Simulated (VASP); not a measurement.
# Mn3SnH (Pm-3m) in VASP: further runs

Aim: see how the results for Mn3SnH move with the level of theory and the settings. Levels: BLYP+D3(BJ), PBEsol, LDA. Tasks: single point, relaxation of cell and atoms.

Everything below comes from runs of VASP 6.6.1. Logs are shortened: lines on timing, memory, paths and dates and some standing lists are left out, and cuts for length are marked.

### 1 The cell of the first run

Symmetry: Pm-3m, No. 221, cubic system. Conventional cell: a = 3.826 Å, b = 3.826 Å, c = 3.826 Å, α = 90.00°, β = 90.00°, γ = 90.00°. Within 2.5 Å of Mn (site symmetry 4/mmm) lie 2 H at 1.91 Å. Within 3.6 Å of Sn (site symmetry m-3m) lie 12 Mn at 2.71 Å and 8 H at 3.31 Å. H (site symmetry m-3m) has 6 Mn at 1.91 Å within 2.5 Å.

### 2 Single point, BLYP+D3(BJ), collinear spin, ferromagnetic start

File INCAR:

```
SYSTEM = Mn3SnH
PREC = Accurate ; ENCUT = 520
EDIFF = 1E-6 ; ISMEAR = -1
SIGMA = 0.1 ; LREAL = .FALSE.
LASPH = .TRUE. ; NELM = 150
ALGO = Normal ; ISIF = 2
LWAVE = .FALSE. ; LCHARG = .FALSE.
ISPIN = 2 ; MAGMOM = 4 4 4 0 0
LORBIT = 11 ; LMAXMIX = 4
GGA = B5 ; ALDAX = 1.0
AGGAX = 1.0 ; AGGAC = 1.0
ALDAC = 0.0 ; IVDW = 12
VDW_S6 = 1.0 ; VDW_S8 = 2.6996
VDW_A1 = 0.4298 ; VDW_A2 = 4.2359
NBANDS = 39
```

File KPOINTS:

```
regular mesh
0
G
  5 5 5
  0 0 0
```

File POSCAR:

```
Mn3SnH
1.0
    3.8260725704      0.0000000000      0.0000000000
    0.0000000000      3.8260725704      0.0000000000
    0.0000000000      0.0000000000      3.8260725704
Mn Sn H
3 1 1
Direct
    0.5000000000      0.0000000000      0.0000000000
    0.0000000000      0.5000000000      0.0000000000
    0.0000000000      0.0000000000      0.5000000000
    0.5000000000      0.5000000000      0.5000000000
    0.0000000000      0.0000000000      0.0000000000
```

Potentials or basis: VASP PAW PBE potentials, release 64 (Mn_pv, Sn_d, H).

On the command line:

```bash
$ cat potpaw_PBE.64/Mn_pv/POTCAR potpaw_PBE.64/Sn_d/POTCAR potpaw_PBE.64/H/POTCAR > POTCAR
$ mpirun -np 1 vasp_std > vasp.out
```

OUTCAR:

```text
SYSTEM = Mn3SnH
   PREC = Accurate
   ENCUT = 520
   EDIFF = 1E-6
   ISMEAR = -1
   LREAL = .FALSE.
   LASPH = .TRUE.
   NELM = 150
   ISIF = 2
   ISPIN = 2
   LORBIT = 11
   GGA = B5
   IVDW = 12
 IVDW          = 12

 ion  position               nearest neighbor table
   1  0.500  0.000  0.000-   5 1.91   5 1.91   4 2.71   2 2.71   3 2.71   4 2.71   2 2.71   4 2.71
                             4 2.71   2 2.71   3 2.71   3 2.71   3 2.71   2 2.71
   2  0.000  0.500  0.000-   5 1.91   5 1.91   4 2.71   1 2.71   3 2.71   4 2.71   1 2.71   3 2.71
                             3 2.71   3 2.71   1 2.71   4 2.71   4 2.71   1 2.71
   3  0.000  0.000  0.500-   5 1.91   5 1.91   4 2.71   1 2.71   1 2.71   2 2.71   2 2.71   2 2.71
                             4 2.71   2 2.71   1 2.71   4 2.71   1 2.71   4 2.71
   4  0.500  0.500  0.500-   1 2.71   2 2.71   3 2.71   1 2.71   2 2.71   1 2.71   3 2.71   1 2.71
                             2 2.71   3 2.71   2 2.71   3 2.71
   5  0.000  0.000  0.000-   1 1.91   2 1.91   3 1.91   3 1.91   2 1.91   1 1.91

  LATTYP: Found a simple cubic cell.
 ALAT       =     3.8260725704

  Lattice vectors:

 A1 = (   3.8260725704,   0.0000000000,   0.0000000000)
 A2 = (   0.0000000000,   3.8260725704,   0.0000000000)
 A3 = (   0.0000000000,   0.0000000000,   3.8260725704)

Analysis of symmetry for initial positions (statically):
=====================================================================
 Subroutine PRICEL returns:
 Original cell was already a primitive cell.

 Routine SETGRP: Setting up the symmetry group for a
 simple cubic supercell.

 Subroutine GETGRP returns: Found 48 space group operations
 (whereof 48 operations were pure point group operations)
 out of a pool of 48 trial point group operations.

The static configuration has the point symmetry O_h .

Analysis of symmetry for dynamics (positions and initial velocities):
=====================================================================
 Subroutine PRICEL returns:
 Original cell was already a primitive cell.

 Routine SETGRP: Setting up the symmetry group for a
 simple cubic supercell.

 Subroutine GETGRP returns: Found 48 space group operations
 (whereof 48 operations were pure point group operations)
 out of a pool of 48 trial point group operations.

The dynamic configuration has the point symmetry O_h .

Analysis of structural, dynamic, and magnetic symmetry:
=====================================================================
 Subroutine PRICEL returns:
 Original cell was already a primitive cell.

 Routine SETGRP: Setting up the symmetry group for a
 simple cubic supercell.

 Subroutine GETGRP returns: Found 48 space group operations
 (whereof 48 operations were pure point group operations)
 out of a pool of 48 trial point group operations.

The overall configuration has the point symmetry O_h .

 Subroutine INISYM returns: Found 48 space group operations
 (whereof 48 operations are pure point group operations),
 and found     1 'primitive' translations

----------------------------------------------------------------------------------------

                                     Primitive cell

  volume of cell :      56.0092

  direct lattice vectors                    reciprocal lattice vectors
     3.826072570  0.000000000  0.000000000     0.261364619  0.000000000  0.000000000
     0.000000000  3.826072570  0.000000000     0.000000000  0.261364619  0.000000000
     0.000000000  0.000000000  3.826072570     0.000000000  0.000000000  0.261364619

  length of vectors
     3.826072570  3.826072570  3.826072570     0.261364619  0.261364619  0.261364619

  position of ions in fractional coordinates (direct lattice)
     0.500000000  0.000000000  0.000000000
     0.000000000  0.500000000  0.000000000
     0.000000000  0.000000000  0.500000000
     0.500000000  0.500000000  0.500000000
     0.000000000  0.000000000  0.000000000

  ion indices of the primitive-cell ions
   primitive index   ion index
                 1           1
                 2           2
                 3           3
                 4           4
                 5           5

----------------------------------------------------------------------------------------

 KPOINTS: regular mesh

Automatic generation of k-mesh.
 Grid dimensions read from file:
 generate k-points for:    5    5    5

 Generating k-lattice:

  Cartesian coordinates                     Fractional coordinates (reciprocal lattice)
     0.052272924  0.000000000  0.000000000     0.200000000  0.000000000  0.000000000
     0.000000000  0.052272924  0.000000000     0.000000000  0.200000000  0.000000000
     0.000000000  0.000000000  0.052272924     0.000000000  0.000000000  0.200000000

  Length of vectors
     0.052272924  0.052272924  0.052272924

  Shift w.r.t. Gamma in fractional coordinates (k-lattice)
     0.000000000  0.000000000  0.000000000

 Subroutine IBZKPT returns following result:
 ===========================================

 Found     10 irreducible k-points:

 Following reciprocal coordinates:
            Coordinates               Weight
  0.000000  0.000000  0.000000      1.000000
  0.200000  0.000000  0.000000      6.000000
  0.400000  0.000000  0.000000      6.000000
  0.200000  0.200000  0.000000     12.000000
  0.400000  0.200000  0.000000     24.000000
  0.400000  0.400000  0.000000     12.000000
  0.200000  0.200000  0.200000      8.000000
  0.400000  0.200000  0.200000     24.000000
  0.400000  0.400000  0.200000     24.000000
  0.400000  0.400000  0.400000      8.000000
   k-points           NKPTS =     10   k-points in BZ     NKDIM =     10   number of bands    NBANDS=     39
   number of dos      NEDOS =    301   number of ions     NIONS =      5
   total plane-waves  NPLWV =  21952
   dimension x,y,z NGX =    28 NGY =   28 NGZ =   28
   dimension x,y,z NGXF=    56 NGYF=   56 NGZF=   56
   ions per type =               3   1   1
   NGX,Y,Z   is equivalent  to a cutoff of  12.17, 12.17, 12.17 a.u.
   NGXF,Y,Z  is equivalent  to a cutoff of  24.33, 24.33, 24.33 a.u.
 SYSTEM =  Mn3SnH
   PREC   = accura    normal or accurate (medium, high low for compatibility)
   ISTART =      0    job   : 0-new  1-cont  2-samecut
   ICHARG =      2    charge: 1-file 2-atom 10-const
   ISPIN  =      2    spin polarized calculation?
   LNONCOLLINEAR =      F non collinear calculations
   LSORBIT =      F    spin-orbit coupling
   LASPH  =      T    aspherical Exc in radial PAW
   ENCUT  =  520.0 eV  38.22 Ry    6.18 a.u.   7.11  7.11  7.11*2*pi/ulx,y,z
   NELM   =    150;   NELMIN=  2; NELMDL= -5     # of ELM steps
   EDIFF  = 0.1E-05   stopping-criterion for ELM
   LREAL  =      F    real-space projection
   EDIFFG = 0.1E-04   stopping-criterion for IOM
   NSW    =      0    number of steps for IOM
   IBRION =     -1    ionic relax: 0-MD 1-quasi-New 2-CG
   NFREE  =      0    steps in history (QN), initial steepest desc. (CG)
   ISIF   =      2    stress and relaxation
   ISYM   =      2    0-nonsym 1-usesym 2-fastsym
   POTIM  = 0.5000    time-step for ionic-motion
   TEBEG  =    0.0;   TEEND  =   0.0 temperature during run
   PSTRESS=    0.0 pullay stress
   NELECT =      54.0000    total number of electrons
   NUPDOWN=      -1.0000    fix difference up-down
   EMIN   =  10.00;   EMAX   =-10.00  energy-range for DOS
   EFERMI =   0.00;   METHOD = LEGACY
   ISMEAR =    -1;   SIGMA  =   0.10  broadening in eV -4-tet -1-fermi 0-gaus
   EFERMI_NEDOS =   21; number of points for ismear=-14 and -15
   IALGO  =     38    algorithm
   IMIX   =      4    mixing-type and parameters
     AMIX     =   0.40;   BMIX     =  1.00
     AMIX_MAG =   1.60;   BMIX_MAG =  1.00
  volume/ion in A,a.u.               =      11.20        75.59
  Fermi-wavevector in a.u.,A,eV,Ry     =   1.617284  3.056223 35.587489  2.615607
  Thomas-Fermi vector in A             =   2.711733
   LORBIT       =     11    0 simple, 1 ext, 2 COOP (PROOUT), +10 PAW based schemes
   GGA     = B5    functional components
   LHFCALC =     F    Hartree Fock is set to
   AEXX    =    0.0000 exact exchange contribution
   IVDW    =    12    specifies the selected vdW correction
   LEPSILON=     F    determine dielectric tensor
   LRPA    =     F    only Hartree local field effects (RPA)
 spin polarized calculation
  energy-cutoff  :      520.00
  volume of cell :       56.01
 maximum number of plane-waves:      1522
   NGX = 15   NGY = 15   NGZ = 15

 number of electron      54.0000000 magnetization      12.0000000

 number of electron      53.9999988 magnetization       6.2171400

 Free energy of the ion-electron system (eV)
  ---------------------------------------------------
  ext. energy  EPLUGINS =         0.00000000
  ---------------------------------------------------
  free energy    TOTEN  =       -29.32948930 eV

  energy without entropy =      -29.24678267  energy(sigma->0) =      -29.28813599

 E-fermi :  11.0481     XC(G=0): -12.4079

 val. band max:       11.0193925968   @ k =   0.2000   0.0000   0.0000
 cond. band min:      11.1278124305   @ k =   0.4000   0.2000   0.0000
 fundamental gap:      0.1084198337
 Fermi energy:        11.0481222159

 spin component 1

 k-point     1 :       0.0000    0.0000    0.0000
  band No.  band energies     occupation
      1     -37.6480      1.00000
      2     -37.6480      1.00000
      3     -37.6480      1.00000
      4     -37.5246      1.00000
      5     -37.5246      1.00000
      6     -37.5246      1.00000
[... 31 lines left out ...]
     38      19.8716      0.00000
     39      19.8716      0.00000

 k-point     2 :       0.2000    0.0000    0.0000
  band No.  band energies     occupation
      1     -37.6364      1.00000
      2     -37.6364      1.00000
      3     -37.6295      1.00000
      4     -37.5283      1.00000
      5     -37.5283      1.00000
      6     -37.5257      1.00000
[... 325 lines left out ...]
     38      20.7757      0.00000
     39      21.6533      0.00000

 k-point    10 :       0.4000    0.4000    0.4000
  band No.  band energies     occupation
      1     -37.6969      1.00000
      2     -37.6291      1.00000
      3     -37.6281      1.00000
      4     -37.6281      1.00000
      5     -37.4633      1.00000
      6     -37.4633      1.00000
[... 31 lines left out ...]
     38      21.9144      0.00000
     39      25.2457      0.00000
 Fermi energy:        11.0481222159

 spin component 2

 k-point     1 :       0.0000    0.0000    0.0000
  band No.  band energies     occupation
      1     -35.5182      1.00000
      2     -35.5182      1.00000
      3     -35.5182      1.00000
      4     -35.3019      1.00000
      5     -35.3019      1.00000
      6     -35.3019      1.00000
[... 31 lines left out ...]
     38      20.0294      0.00000
     39      20.0294      0.00000

 k-point     2 :       0.2000    0.0000    0.0000
  band No.  band energies     occupation
      1     -35.5073      1.00000
      2     -35.5073      1.00000
      3     -35.4996      1.00000
      4     -35.3063      1.00000
      5     -35.3063      1.00000
      6     -35.3032      1.00000
[... 325 lines left out ...]
     38      21.2468      0.00000
     39      22.0792      0.00000

 k-point    10 :       0.4000    0.4000    0.4000
  band No.  band energies     occupation
      1     -35.6359      1.00000
      2     -35.4198      1.00000
      3     -35.4177      1.00000
      4     -35.4177      1.00000
      5     -35.3467      1.00000
      6     -35.3467      1.00000
[... 31 lines left out ...]
     38      22.0625      0.00000
     39      25.3656      0.00000

------------------------ aborting loop because EDIFF is reached ----------------------------------------

 Edisp (eV)   -3.97515

 E8    (eV) :    -2.9631

  FORCE on cell =-STRESS in cart. coord.  units (eV):
  Direction    XX          YY          ZZ          XY          YZ          ZX
  --------------------------------------------------------------------------------------
  -------------------------------------------------------------------------------------
  Total       0.10403     0.10403     0.10403    -0.00000    -0.00000     0.00000
  in kB       2.97585     2.97585     2.97585    -0.00000    -0.00000     0.00000
  external pressure =        2.98 kB  Pullay stress =        0.00 kB

 VOLUME and BASIS-vectors are now :
 -----------------------------------------------------------------------------
  energy-cutoff  :      520.00
  volume of cell :       56.01
      direct lattice vectors                 reciprocal lattice vectors
     3.826072570  0.000000000  0.000000000     0.261364619  0.000000000  0.000000000
     0.000000000  3.826072570  0.000000000     0.000000000  0.261364619  0.000000000
     0.000000000  0.000000000  3.826072570     0.000000000  0.000000000  0.261364619

 POSITION                                       TOTAL-FORCE (eV/Angst)
 -----------------------------------------------------------------------------------
      1.91304      0.00000      0.00000         0.000000      0.000000      0.000000
      0.00000      1.91304      0.00000         0.000000      0.000000      0.000000
      0.00000      0.00000      1.91304         0.000000      0.000000      0.000000
      1.91304      1.91304      1.91304         0.000000      0.000000      0.000000
      0.00000      0.00000      0.00000         0.000000      0.000000      0.000000
 -----------------------------------------------------------------------------------
    total drift:                                0.000000      0.000000     -0.000000

  FREE ENERGIE OF THE ION-ELECTRON SYSTEM (eV)
  ---------------------------------------------------
  free  energy   TOTEN  =       -33.3046392198 eV

  energy  without entropy=      -33.2219325879  energy(sigma->0) =      -33.26328590

 total charge

# of ion       s       p       d       tot
------------------------------------------
    1        0.301   6.296   5.239  11.835
    2        0.301   6.296   5.239  11.835
    3        0.301   6.296   5.239  11.835
    4        1.112   1.459  10.097  12.667
    5        0.541   0.033   0.000   0.574
--------------------------------------------------
tot          2.554  20.379  25.813  48.747

 magnetization (x)

# of ion       s       p       d       tot
------------------------------------------
    1        0.006   0.013   2.051   2.070
    2        0.006   0.013   2.051   2.070
    3        0.006   0.013   2.051   2.070
    4       -0.013  -0.152   0.035  -0.130
    5       -0.026   0.005   0.000  -0.021
--------------------------------------------------
tot         -0.021  -0.108   6.189   6.060
```

It took 79 s on 1 thread of Oxide Virtual Turin-like, shared host; peak memory 0.17 GiB.

What came out:

| Property | Result |
| --- | --- |
| Free energy | -33.3046 eV |
| Pressure | 0.3 GPa |
| Net moment | 6.22 μB per cell |
| Site moments | Mn +2.07; Sn -0.13; H -0.02 μB |
| Valence electrons inside the program's atomic spheres | Mn 11.84; Sn 12.67; H 0.57 |
| Dispersion energy per atom | -0.795 eV |

Caveat: the PAW data sets were made with another functional, which shifts forces and pressure a little; spin-orbit coupling is left out, which moves the levels of the heavy elements.

(Continued in part 2 of 2.)
